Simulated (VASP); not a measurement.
Set up this calculation in VASP 6.6.1, as the native input.

```
Task                   : single point
Functional             : PBE
Potentials or basis    : VASP PAW PBE potentials, release 64 (La, Nb_sv, N)
Cutoff                 : 520 eV
k mesh                 : 4 × 4 × 4
Occupations            : gaussian, width 0.1 eV
Spin                   : no spin polarisation
Dipole correction      : no
Further INCAR settings : ALGO = Normal; EDIFF = 1e-07; NBANDS = 51
```

The structure of LaNb3N6 lies in POSCAR:

```
LaNb3N6
1.0
    0.0000000000      4.0069111100      4.0069111100
    4.0069111100      0.0000000000      4.0069111100
    4.0069111100      4.0069111100      0.0000000000
La Nb N
1 3 6
Direct
    0.0000000000      0.0000000000      0.0000000000
    0.7500000000      0.7500000000      0.7500000000
    0.2500000000      0.2500000000      0.2500000000
    0.5000000000      0.5000000000      0.5000000000
    0.7859129500      0.2140870500      0.2140870500
    0.2140870500      0.2140870500      0.7859129500
    0.2140870500      0.7859129500      0.7859129500
    0.2140870500      0.7859129500      0.2140870500
    0.7859129500      0.2140870500      0.7859129500
    0.7859129500      0.7859129500      0.2140870500
```

One way to write it, as run:

INCAR

```
  PREC = Accurate
  ENCUT = 520
  EDIFF = 1E-7
  ISMEAR = 0
  SIGMA = 0.1
  LREAL = F
  LASPH = T
  NELM = 80
  ALGO = Normal
  ISIF = 2
  LWAVE = F
  LCHARG = F
  GGA = PE
  NBANDS = 51
```

KPOINTS

```
regular mesh
0
Gamma
  4 4 4
```

Potentials or basis: VASP PAW PBE potentials, release 64 (La, Nb_sv, N).

Command:

```sh
$ cat potpaw_PBE.64/La/POTCAR potpaw_PBE.64/Nb_sv/POTCAR potpaw_PBE.64/N/POTCAR > POTCAR
$ mpirun -np 1 vasp_std > vasp.out
```

It gave:

The pressure is 11.4 GPa and the largest force is 10.347 eV/Å. The band gap on the k mesh is zero (band 40 reaches 9.63 eV, above the bottom of band 41 at 8.58 eV).

Caveat: spin-orbit coupling is left out, which moves the levels of the heavy elements; forces of over 1 eV/Å act on the atoms, so gaps and moduli don't describe the material at rest.

Run time: 6.3 min on 1 thread of AMD EPYC 7R13 (shared host), peak memory 0.25 GiB.
